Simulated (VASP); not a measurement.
# Be2SnI2 in VASP: single point with PBE

Aim: the single point of Be2SnI2 with PBE.

All numbers are computed with VASP 6.6.1; they aren't measurements. Logs are shortened: lines on timing, memory, paths and dates and some standing lists are left out, and cuts for length are marked.

**1. The cell of the first run**

The typed cell holds 5 atoms: a = 4.099 Å, b = 4.099 Å, c = 10.008 Å, α = 90.00°, β = 90.00°, γ = 120.00°.

**2. Single point, PBE**

INCAR

```
PREC = Accurate ; ENCUT = 520
EDIFF = 1E-7 ; ISMEAR = -1
SIGMA = 0.1 ; LREAL = False
LASPH = True ; NELM = 60
ALGO = Normal ; ISIF = 2
LWAVE = False ; LCHARG = False
GGA = PE ; NBANDS = 24
```

KPOINTS

```
regular mesh
0
Gamma
  10 10 4
```

POSCAR

```
Be2SnI2
1.0
    4.0986730000      0.0000000000      0.0000000000
   -2.0493360000      3.5495560000      0.0000000000
    0.0000000000      0.0000000000     10.0077240000
Sn I Be
1 2 2
Direct
    0.0000000000      0.0000000000      0.5000000000
    0.3333000000      0.6667000000      0.8444100000
    0.6667000000      0.3333000000      0.1555900000
    0.3333000000      0.6667000000      0.3453400000
    0.6667000000      0.3333000000      0.6546600000
```

Potentials or basis: VASP PAW PBE potentials, release 64 (Sn_d, I, Be).

Run with:

```sh
$ cat potpaw_PBE.64/Sn_d/POTCAR potpaw_PBE.64/I/POTCAR potpaw_PBE.64/Be/POTCAR > POTCAR
$ mpirun -np 1 vasp_std > vasp.out
```

OUTCAR:

```text
PREC = Accurate
   ENCUT = 520
   EDIFF = 1E-7
   ISMEAR = -1
   LREAL = False
   LASPH = True
   NELM = 60
   ISIF = 2
   GGA = PE

 ion  position               nearest neighbor table
   1  0.000  0.000  0.500-   4 2.83   5 2.83   5 2.83   4 2.83   5 2.83   4 2.83
   2  0.333  0.667  0.844-
   3  0.667  0.333  0.156-
   4  0.333  0.667  0.345-   1 2.83   1 2.83   1 2.83
   5  0.667  0.333  0.655-   1 2.83   1 2.83   1 2.83

  LATTYP: Found a hexagonal cell.
 ALAT       =     4.0986730000
 C/A-ratio  =     2.4416985693

  Lattice vectors:

 A1 = (   4.0986730000,   0.0000000000,   0.0000000000)
 A2 = (  -2.0493360000,   3.5495560000,   0.0000000000)
 A3 = (   0.0000000000,   0.0000000000,  10.0077240000)

Analysis of symmetry for initial positions (statically):
=====================================================================
 Subroutine PRICEL returns:
 Original cell was already a primitive cell.

 Routine SETGRP: Setting up the symmetry group for a
 hexagonal supercell.

 Subroutine GETGRP returns: Found  4 space group operations
 (whereof  4 operations were pure point group operations)
 out of a pool of 24 trial point group operations.

The static configuration has the point symmetry C_2h.

Analysis of symmetry for dynamics (positions and initial velocities):
=====================================================================
 Subroutine PRICEL returns:
 Original cell was already a primitive cell.

 Routine SETGRP: Setting up the symmetry group for a
 hexagonal supercell.

 Subroutine GETGRP returns: Found  4 space group operations
 (whereof  4 operations were pure point group operations)
 out of a pool of 24 trial point group operations.

The dynamic configuration has the point symmetry C_2h.

 Subroutine INISYM returns: Found  4 space group operations
 (whereof  4 operations are pure point group operations),
 and found     1 'primitive' translations

----------------------------------------------------------------------------------------

                                     Primitive cell

  volume of cell :     145.5971

  direct lattice vectors                    reciprocal lattice vectors
[... 88 lines left out ...]
   LNONCOLLINEAR =      F non collinear calculations
   LSORBIT =      F    spin-orbit coupling
   LASPH  =      T    aspherical Exc in radial PAW
   ENCUT  =  520.0 eV  38.22 Ry    6.18 a.u.   7.62  7.62 18.61*2*pi/ulx,y,z
   NELM   =     60;   NELMIN=  2; NELMDL= -5     # of ELM steps
   EDIFF  = 0.1E-06   stopping-criterion for ELM
   LREAL  =      F    real-space projection
   EDIFFG = 0.1E-05   stopping-criterion for IOM
   NSW    =      0    number of steps for IOM
   IBRION =     -1    ionic relax: 0-MD 1-quasi-New 2-CG
   NFREE  =      0    steps in history (QN), initial steepest desc. (CG)
   ISIF   =      2    stress and relaxation
   ISYM   =      2    0-nonsym 1-usesym 2-fastsym
   POTIM  = 0.5000    time-step for ionic-motion
   TEBEG  =    0.0;   TEEND  =   0.0 temperature during run
   PSTRESS=    0.0 pullay stress
   NELECT =      32.0000    total number of electrons
   NUPDOWN=      -1.0000    fix difference up-down
   EMIN   =  10.00;   EMAX   =-10.00  energy-range for DOS
   EFERMI =   0.00;   METHOD = LEGACY
   ISMEAR =    -1;   SIGMA  =   0.10  broadening in eV -4-tet -1-fermi 0-gaus
   EFERMI_NEDOS =   21; number of points for ismear=-14 and -15
   IALGO  =     38    algorithm
   IMIX   =      4    mixing-type and parameters
     AMIX     =   0.40;   BMIX     =  1.00
     AMIX_MAG =   1.60;   BMIX_MAG =  1.00
  volume/ion in A,a.u.               =      29.12       196.51
  Fermi-wavevector in a.u.,A,eV,Ry     =   0.987963  1.866979 13.280247  0.976071
  Thomas-Fermi vector in A             =   2.119455
   LORBIT       =      0    0 simple, 1 ext, 2 COOP (PROOUT), +10 PAW based schemes
   GGA     = PE    functional components
   LHFCALC =     F    Hartree Fock is set to
   AEXX    =    0.0000 exact exchange contribution
   IVDW    =     0    specifies the selected vdW correction
   LEPSILON=     F    determine dielectric tensor
   LRPA    =     F    only Hartree local field effects (RPA)
 non-spin polarized calculation
  energy-cutoff  :      520.00
  volume of cell :      145.60
 maximum number of plane-waves:      3955
   NGX = 15   NGY = 15   NGZ = 37

 number of electron      32.0000008 magnetization

 Free energy of the ion-electron system (eV)
  ---------------------------------------------------
  ext. energy  EPLUGINS =         0.00000000
  ---------------------------------------------------
  free energy    TOTEN  =       -12.29339616 eV

  energy without entropy =      -12.20192150  energy(sigma->0) =      -12.24765883

 E-fermi :   3.6744     XC(G=0):  -8.6193

 val. band max:        3.6706034407   @ k =  -0.1000   0.1000   0.0000
 cond. band min:       3.7107553102   @ k =   0.0000   0.0000   0.0000
 fundamental gap:      0.0401518695
 Fermi energy:         3.6743602332

 k-point     1 :       0.0000    0.0000    0.0000
  band No.  band energies     occupation
      1     -17.3747      2.00000
      2     -17.3747      2.00000
      3     -17.3451      2.00000
      4     -17.3450      2.00000
      5     -17.3418      2.00000
      6      -9.1186      2.00000
[... 637 lines left out ...]
     23      10.1340      0.00000
     24      10.2149      0.00000

 [... further k-points ...]

------------------------ aborting loop because EDIFF is reached ----------------------------------------

  FORCE on cell =-STRESS in cart. coord.  units (eV):
  Direction    XX          YY          ZZ          XY          YZ          ZX
  --------------------------------------------------------------------------------------
  -------------------------------------------------------------------------------------
  Total       -5.4067390     -5.4081872     -5.0909385     -0.0012521      0.0008271     -0.0014325
  in kB      -59.4967670    -59.5127029    -56.0216391     -0.0137785      0.0091013     -0.0157640
  external PRESSURE =     -58.3437030 kB  Pullay stress =       0.0000000 kB

 VOLUME and BASIS-vectors are now :
 -----------------------------------------------------------------------------
  energy-cutoff  :      520.00
  volume of cell :      145.60
      direct lattice vectors                 reciprocal lattice vectors
     4.098673000  0.000000000  0.000000000     0.243981406  0.140862654  0.000000000
    -2.049336000  3.549556000  0.000000000     0.000000000  0.281725376  0.000000000
     0.000000000  0.000000000 10.007724000     0.000000000  0.000000000  0.099922820

 POSITION                                       TOTAL-FORCE (eV/Angst)
 -----------------------------------------------------------------------------------
      0.00000      0.00000      5.00386         0.000000      0.000000      0.000000
     -0.00020      2.36649      8.45062        -0.000329      0.000190     -1.406149
      2.04954      1.18307      1.55710         0.000329     -0.000190      1.406149
     -0.00020      2.36649      3.45607        -0.000386      0.000223     -0.958410
      2.04954      1.18307      6.55166         0.000386     -0.000223      0.958410
 -----------------------------------------------------------------------------------
    total drift:                               -0.000000     -0.000000     -0.000000

  FREE ENERGIE OF THE ION-ELECTRON SYSTEM (eV)
  ---------------------------------------------------
  free  energy   TOTEN  =       -12.2933961618 eV

  energy  without entropy=      -12.2019215019  energy(sigma->0) =      -12.24765883
```

OSZICAR:

```text
N       E                     dE             d eps       ncg     rms          rms(c)
DAV:   1     0.216641938521E+03    0.21664E+03   -0.13468E+04  5624   0.129E+03
DAV:   2     0.138510535892E+02   -0.20279E+03   -0.19153E+03  5904   0.305E+02
DAV:   3    -0.112466137242E+02   -0.25098E+02   -0.23976E+02  7376   0.103E+02
DAV:   4    -0.123000338986E+02   -0.10534E+01   -0.10498E+01  6728   0.231E+01
DAV:   5    -0.123358620232E+02   -0.35828E-01   -0.35825E-01  8312   0.448E+00    0.437E+00
DAV:   6    -0.122982449537E+02    0.37617E-01   -0.51128E-02  7240   0.190E+00    0.273E+00
DAV:   7    -0.122930113250E+02    0.52336E-02   -0.59389E-02  7208   0.173E+00    0.286E-01
DAV:   8    -0.122933911244E+02   -0.37980E-03   -0.50226E-03  6960   0.458E-01    0.152E-01
DAV:   9    -0.122933977817E+02   -0.66573E-05   -0.44132E-04  7280   0.191E-01    0.407E-02
DAV:  10    -0.122933901953E+02    0.75864E-05   -0.10759E-04  6888   0.680E-02    0.142E-02
DAV:  11    -0.122933952440E+02   -0.50487E-05   -0.13358E-05  7256   0.230E-02    0.479E-03
DAV:  12    -0.122933959914E+02   -0.74743E-06   -0.10090E-06  7328   0.582E-03    0.191E-03
DAV:  13    -0.122933961299E+02   -0.13843E-06   -0.26920E-07  6208   0.314E-03    0.779E-04
DAV:  14    -0.122933961618E+02   -0.31958E-07   -0.40538E-08  4784   0.114E-03
   1 F= -.12293396E+02 E0= -.12247659E+02  d E =-.914747E-01
```

stdout:

```text
POSCAR found type information on POSCAR SnI Be
 POSCAR found :  3 types and       5 ions
 scaLAPACK will be used
 LDA part: xc-table for (Slater+PW92), standard interpolation
 POSCAR, INCAR and KPOINTS ok, starting setup
 FFT: planning ... GRIDC
 FFT: planning ... GRID_SOFT
 FFT: planning ... GRID
 WAVECAR not read
 entering main loop
```

Wall time 12 min (1 thread of Oxide Virtual Turin-like, shared host); peak memory 0.51 GiB.

Results:

* Free energy: -12.2934 eV
* Pressure: -5.8 GPa
* Largest force: 1.406 eV/Å
* Band gap on the k mesh: zero (bands 16 and 17 overlap by 2.12 eV)

Forces in eV/Å, atoms in the order of the input:
```
Sn   0.000  0.000  0.000
I    0.000  0.000 -1.406
I    0.000  0.000  1.406
Be   0.000  0.000 -0.958
Be   0.000  0.000  0.958
```

Caveat: the cell stands under tension; spin-orbit coupling is left out, which moves the levels of the heavy elements; forces of over 1 eV/Å act on the atoms, so gaps and moduli don't describe the material at rest.
